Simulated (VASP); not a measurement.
# Al2Cu (P1) in VASP: single point with PBEsol

Aim: the single point of Al2Cu with PBEsol.

Program: VASP 6.6.1. These are calculated values, not measurements. Logs are shortened: lines on timing, memory, paths and dates and some standing lists are left out, and cuts for length are marked.

## Step 1: The cell of the first run

The typed cell holds 6 atoms: a = 4.877 Å, b = 4.877 Å, c = 4.877 Å, α = 104.18°, β = 104.18°, γ = 120.67°.

## Step 2: Single point, PBEsol (atom 1 (Al) moved by (-0.200, -0.200) A along x and z)

INCAR reads:

```
  PREC = Accurate
  ENCUT = 520
  EDIFF = 1E-6
  ISMEAR = 0
  SIGMA = 0.15
  LREAL = False
  LASPH = True
  NELM = 100
  ALGO = Fast
  ISIF = 2
  LWAVE = False
  LCHARG = True
  GGA = PS
  LELF = True
  LVHAR = True
  NBANDS = 26
```

KPOINTS reads:

```
Automatic mesh
0
Gamma
  12 12 12
```

POSCAR reads:

```
Al2Cu
1.0
   -2.9965506923      2.9965506923      2.4139243086
    2.9965506923     -2.9965506923      2.4139243086
    2.9965506923      2.9965506923     -2.4139243086
Al Cu
4 2
Direct
    0.1178936384      0.5845219353      0.7852682129
    0.6593199580      0.8406800420      0.5000000000
    0.8406800420      0.3406800420      0.1813600840
    0.3406800420      0.1593199580      0.5000000000
    0.7500000000      0.7500000000      0.0000000000
    0.2500000000      0.2500000000      0.0000000000
```

Potentials or basis: VASP PAW PBE potentials, release 64 (Al, Cu).

Launch:

```bash
> cat potpaw_PBE.64/Al/POTCAR potpaw_PBE.64/Cu/POTCAR > POTCAR
> mpirun -np 1 vasp_std > vasp.out
```

OUTCAR:

```text
PREC = Accurate
   ENCUT = 520
   EDIFF = 1E-6
   ISMEAR = 0
   LREAL = False
   LASPH = True
   NELM = 100
   ISIF = 2
   GGA = PS

 ion  position               nearest neighbor table
   1  0.118  0.585  0.785-   6 2.40   3 2.57   5 2.59   5 2.64   3 2.78   2 2.80   6 2.81   4 2.93
                             4 3.01   3 3.11   2 3.12   4 3.24   2 3.27   2 3.27
   2  0.659  0.841  0.500-   6 2.56   5 2.56   5 2.56   6 2.56   4 2.70   1 2.80   4 2.86   4 2.86
                             3 3.08   3 3.08   1 3.12   3 3.19   3 3.19   1 3.27   1 3.27
   3  0.841  0.341  0.181-   5 2.56   6 2.56   5 2.56   6 2.56   1 2.57   1 2.78   2 3.08   4 3.08
                             4 3.08   2 3.08   1 3.11   4 3.19   2 3.19   4 3.19   2 3.19
   4  0.341  0.159  0.500-   5 2.56   6 2.56   6 2.56   5 2.56   2 2.70   2 2.86   2 2.86   1 2.93
                             1 3.01   3 3.08   3 3.08   3 3.19   3 3.19   1 3.24
   5  0.750  0.750  0.000-   6 2.41   6 2.41   3 2.56   3 2.56   2 2.56   2 2.56   4 2.56   4 2.56
                             1 2.59   1 2.64
   6  0.250  0.250  0.000-   1 2.40   5 2.41   5 2.41   3 2.56   3 2.56   2 2.56   4 2.56   2 2.56
                             4 2.56   1 2.81

  LATTYP: Found a body centered tetragonal cell.
 ALAT       =     5.9931013846
 C/A-ratio  =     0.8055676531

  Lattice vectors:

 A1 = (  -2.9965506923,   2.9965506923,   2.4139243086)
 A2 = (   2.9965506923,  -2.9965506923,   2.4139243086)
 A3 = (   2.9965506923,   2.9965506923,  -2.4139243086)

Analysis of symmetry for initial positions (statically):
=====================================================================
 Subroutine PRICEL returns:
 Original cell was already a primitive cell.

 Routine SETGRP: Setting up the symmetry group for a
 body centered tetragonal supercell.

 Subroutine GETGRP returns: Found  1 space group operations
 (whereof  1 operations were pure point group operations)
 out of a pool of 16 trial point group operations.

The static configuration has the point symmetry C_1 .

Analysis of symmetry for dynamics (positions and initial velocities):
=====================================================================
 Subroutine PRICEL returns:
 Original cell was already a primitive cell.

 Routine SETGRP: Setting up the symmetry group for a
 body centered tetragonal supercell.

 Subroutine GETGRP returns: Found  1 space group operations
 (whereof  1 operations were pure point group operations)
 out of a pool of 16 trial point group operations.

The dynamic configuration has the point symmetry C_1 .

 Subroutine INISYM returns: Found  1 space group operations
 (whereof  1 operations are pure point group operations),
 and found     1 'primitive' translations

----------------------------------------------------------------------------------------

                                     Primitive cell

  volume of cell :      86.7016

  direct lattice vectors                    reciprocal lattice vectors
    -2.996550692  2.996550692  2.413924309     0.000000000  0.166858515  0.207131598
     2.996550692 -2.996550692  2.413924309     0.166858515  0.000000000  0.207131598
     2.996550692  2.996550692 -2.413924309     0.166858515  0.166858515  0.000000000

  length of vectors
     4.877054713  4.877054713  4.877054713     0.265979817  0.265979817  0.235973576

  position of ions in fractional coordinates (direct lattice)
     0.117893638  0.584521935  0.785268213
     0.659319958  0.840680042  0.500000000
     0.840680042  0.340680042  0.181360084
     0.340680042  0.159319958  0.500000000
     0.750000000  0.750000000  0.000000000
     0.250000000  0.250000000  0.000000000

  ion indices of the primitive-cell ions
   primitive index   ion index
                 1           1
                 2           2
                 3           3
                 4           4
                 5           5
                 6           6

----------------------------------------------------------------------------------------

 KPOINTS: Automatic mesh

Automatic generation of k-mesh.
 Grid dimensions read from file:
 generate k-points for:   12   12   12

 Generating k-lattice:

  Cartesian coordinates                     Fractional coordinates (reciprocal lattice)
     0.000000000  0.013904876  0.017260967     0.083333333 -0.000000000  0.000000000
     0.013904876  0.000000000  0.017260967    -0.000000000  0.083333333  0.000000000
     0.013904876  0.013904876  0.000000000     0.000000000  0.000000000  0.083333333

  Length of vectors
     0.022164985  0.022164985  0.019664465

  Shift w.r.t. Gamma in fractional coordinates (k-lattice)
     0.000000000  0.000000000  0.000000000

 Subroutine IBZKPT returns following result:
 ===========================================

 Found    868 irreducible k-points:

 Following reciprocal coordinates:
            Coordinates               Weight
  0.000000  0.000000  0.000000      1.000000
  0.083333 -0.000000  0.000000      2.000000
  0.083333 -0.000000 -0.083333      2.000000
 -0.000000  0.083333 -0.083333      2.000000
 -0.000000  0.083333  0.000000      2.000000
  0.166667 -0.000000  0.000000      2.000000
[... 16 lines left out ...]
  0.500000 -0.000000  0.500000      1.000000
 -0.000000  0.500000  0.500000      1.000000
 [... further k-points ...]
   k-points           NKPTS =    868   k-points in BZ     NKDIM =    868   number of bands    NBANDS=     26
   number of dos      NEDOS =    301   number of ions     NIONS =      6
   total plane-waves  NPLWV =  46656
   dimension x,y,z NGX =    36 NGY =   36 NGZ =   36
   dimension x,y,z NGXF=    72 NGYF=   72 NGZF=   72
   ions per type =               4   2
   NGX,Y,Z   is equivalent  to a cutoff of  12.27, 12.27, 12.27 a.u.
   NGXF,Y,Z  is equivalent  to a cutoff of  24.54, 24.54, 24.54 a.u.
 SYSTEM =  unknown system
   PREC   = accura    normal or accurate (medium, high low for compatibility)
   ISTART =      0    job   : 0-new  1-cont  2-samecut
   ICHARG =      2    charge: 1-file 2-atom 10-const
   ISPIN  =      1    spin polarized calculation?
   LNONCOLLINEAR =      F non collinear calculations
   LSORBIT =      F    spin-orbit coupling
   LASPH  =      T    aspherical Exc in radial PAW
   ENCUT  =  520.0 eV  38.22 Ry    6.18 a.u.   9.07  9.07  9.07*2*pi/ulx,y,z
   NELM   =    100;   NELMIN=  2; NELMDL= -5     # of ELM steps
   EDIFF  = 0.1E-05   stopping-criterion for ELM
   LREAL  =      F    real-space projection
   EDIFFG = 0.1E-04   stopping-criterion for IOM
   NSW    =      0    number of steps for IOM
   IBRION =     -1    ionic relax: 0-MD 1-quasi-New 2-CG
   NFREE  =      0    steps in history (QN), initial steepest desc. (CG)
   ISIF   =      2    stress and relaxation
   ISYM   =      2    0-nonsym 1-usesym 2-fastsym
   POTIM  = 0.5000    time-step for ionic-motion
   TEBEG  =    0.0;   TEEND  =   0.0 temperature during run
   PSTRESS=    0.0 pullay stress
   NELECT =      34.0000    total number of electrons
   NUPDOWN=      -1.0000    fix difference up-down
   EMIN   =  10.00;   EMAX   =-10.00  energy-range for DOS
   EFERMI =   0.00;   METHOD = LEGACY
   ISMEAR =     0;   SIGMA  =   0.15  broadening in eV -4-tet -1-fermi 0-gaus
   EFERMI_NEDOS =   21; number of points for ismear=-14 and -15
   IALGO  =     68    algorithm
   IMIX   =      4    mixing-type and parameters
     AMIX     =   0.40;   BMIX     =  1.00
     AMIX_MAG =   1.60;   BMIX_MAG =  1.00
  volume/ion in A,a.u.               =      14.45        97.52
  Fermi-wavevector in a.u.,A,eV,Ry     =   1.198281  2.264424 19.536312  1.435878
  Thomas-Fermi vector in A             =   2.334174
   LORBIT       =      0    0 simple, 1 ext, 2 COOP (PROOUT), +10 PAW based schemes
   GGA     = PS    functional components
   LHFCALC =     F    Hartree Fock is set to
   AEXX    =    0.0000 exact exchange contribution
   IVDW    =     0    specifies the selected vdW correction
   LEPSILON=     F    determine dielectric tensor
   LRPA    =     F    only Hartree local field effects (RPA)
 non-spin polarized calculation
 RMM-DIIS sequential band-by-band and
 Gauss-broadening in eV      SIGMA  =   0.15
  energy-cutoff  :      520.00
  volume of cell :       86.70
 maximum number of plane-waves:      2376
   NGX = 19   NGY = 19   NGZ = 19

 number of electron      34.0000009 magnetization

 Free energy of the ion-electron system (eV)
  ---------------------------------------------------
  ext. energy  EPLUGINS =         0.00000000
  ---------------------------------------------------
  free energy    TOTEN  =       -25.82968902 eV

  energy without entropy =      -25.80701735  energy(sigma->0) =      -25.81835318

 E-fermi :   8.1994     XC(G=0): -11.0743

 val. band max:        8.1985493537   @ k =   0.5000  -0.2500   0.3333
 cond. band min:       8.2045668022   @ k =  -0.2500   0.5000   0.0833
 fundamental gap:      0.0060174485
 Fermi energy:         8.1994294509

 k-point     1 :       0.0000    0.0000    0.0000
  band No.  band energies     occupation
      1      -2.7640      2.00000
      2       2.7858      2.00000
      3       2.9441      2.00000
      4       2.9843      2.00000
      5       3.0518      2.00000
      6       3.8864      2.00000
[... 18 lines left out ...]
     25      13.6408      0.00000
     26      14.2254      0.00000

 k-point     2 :       0.0833   -0.0000    0.0000
  band No.  band energies     occupation
      1      -2.6902      2.00000
      2       2.7750      2.00000
      3       2.9276      2.00000
      4       2.9968      2.00000
      5       3.0558      2.00000
      6       3.8629      2.00000
[... 18 lines left out ...]
     25      13.7170      0.00000
[... 608 lines left out ...]
     25      15.8599      0.00000
     26      16.1009      0.00000

 k-point    24 :      -0.0000    0.5000    0.5000
  band No.  band energies     occupation
      1      -0.3200      2.00000
      2      -0.0377      2.00000
      3       2.7893      2.00000
      4       2.9649      2.00000
      5       3.1915      2.00000
      6       3.2876      2.00000
[... 18 lines left out ...]
     25      15.7697      0.00000
     26      15.9710      0.00000

 [... further k-points ...]

------------------------ aborting loop because EDIFF is reached ----------------------------------------

  FORCE on cell =-STRESS in cart. coord.  units (eV):
  Direction    XX          YY          ZZ          XY          YZ          ZX
  --------------------------------------------------------------------------------------
  -------------------------------------------------------------------------------------
  Total       -0.2573227      0.7524140     -0.5442723      0.4526213     -0.7492959     -0.2055282
  in kB       -4.7551237     13.9040257    -10.0577287      8.3640889    -13.8464054     -3.7980020
  external PRESSURE =      -0.3029422 kB  Pullay stress =       0.0000000 kB

 VOLUME and BASIS-vectors are now :
 -----------------------------------------------------------------------------
  energy-cutoff  :      520.00
  volume of cell :       86.70
      direct lattice vectors                 reciprocal lattice vectors
    -2.996550692  2.996550692  2.413924309     0.000000000  0.166858515  0.207131598
     2.996550692 -2.996550692  2.413924309     0.166858515  0.000000000  0.207131598
     2.996550692  2.996550692 -2.413924309     0.166858515  0.166858515  0.000000000

 POSITION                                       TOTAL-FORCE (eV/Angst)
 -----------------------------------------------------------------------------------
      3.75137      0.95482     -0.20000         1.025929     -0.164988      0.814189
      2.04173      0.95482      2.41392        -0.151219      0.009209     -0.203309
     -0.95482      2.04173      2.41392        -0.270269     -0.313491     -0.203573
      0.95482      2.04173      0.00000        -0.119086     -0.016677     -0.071891
      0.00000      0.00000      3.62089        -0.184641      0.070818     -0.003818
      0.00000      0.00000      1.20696        -0.300714      0.415129     -0.331598
 -----------------------------------------------------------------------------------
    total drift:                                0.002748     -0.003128      0.001398

  FREE ENERGIE OF THE ION-ELECTRON SYSTEM (eV)
  ---------------------------------------------------
  free  energy   TOTEN  =       -25.8296890155 eV

  energy  without entropy=      -25.8070173496  energy(sigma->0) =      -25.81835318
```

Run time: 55 min. Hardware: 1 thread of Oxide Virtual Turin-like, shared host; peak memory 1.4 GiB.

What came out:

```
Free energy            : -25.8297 eV
Pressure               : 0.0 GPa
Largest force          : 1.320 eV/Å
Band gap on the k mesh : zero (bands 17 and 18 overlap by 4.13 eV)
```

Forces in eV/Å, atoms in the order of the input:
```
Al   1.026 -0.165  0.814
Al  -0.151  0.009 -0.203
Al  -0.270 -0.313 -0.204
Al  -0.119 -0.017 -0.072
Cu  -0.185  0.071 -0.004
Cu  -0.301  0.415 -0.332
```

Stress tensor (GPa, compression positive):
```
-0.48  0.84 -0.38
 0.84  1.39 -1.38
-0.38 -1.38 -1.01
```

Levels at points of the mesh, in eV from the Fermi level:
| k point | band 13 | band 14 | band 15 | band 16 | band 17 | band 18 | band 19 | band 20 | band 21 | band 22 |
| --- | --- | --- | --- | --- | --- | --- | --- | --- | --- | --- |
| (0.00, 0.00, 0.00) | -2.87 | -2.17 | -1.36 | -1.32 | -1.11 | -0.68 | -0.27 | -0.07 | 1.46 | 1.64 |
| (0.50, 0.00, 0.00) | -3.23 | -3.10 | -2.62 | -2.50 | 0.13 | 0.28 | 4.11 | 4.20 | 4.23 | 4.34 |
| (0.50, 0.00, 0.50) | -3.32 | -2.99 | -2.71 | -2.56 | 0.15 | 0.43 | 3.92 | 4.11 | 4.29 | 4.39 |
| (0.00, 0.50, 0.50) | -3.25 | -3.07 | -2.65 | -2.48 | 0.16 | 0.33 | 4.08 | 4.15 | 4.28 | 4.37 |
| (0.00, 0.50, 0.00) | -3.27 | -3.07 | -2.64 | -2.61 | 0.18 | 0.31 | 3.93 | 4.21 | 4.30 | 4.39 |
| (0.50, 0.50, 0.00) | -3.01 | -2.77 | -1.52 | -1.46 | -0.92 | -0.51 | 0.94 | 1.29 | 4.55 | 4.91 |
| (0.00, 0.00, 0.50) | -2.88 | -2.78 | -1.40 | -1.27 | -1.05 | -0.66 | 0.69 | 1.40 | 4.64 | 4.72 |
| (0.50, 0.50, 0.50) | -3.43 | -3.27 | -3.23 | -1.83 | 2.47 | 2.79 | 3.12 | 3.53 | 4.15 | 4.82 |

Caveat: the cell differs from its parent crystal (atom 1 (Al) moved by (-0.200, -0.200) A along x and z); the PAW data sets were made with another functional, which shifts forces and pressure a little.
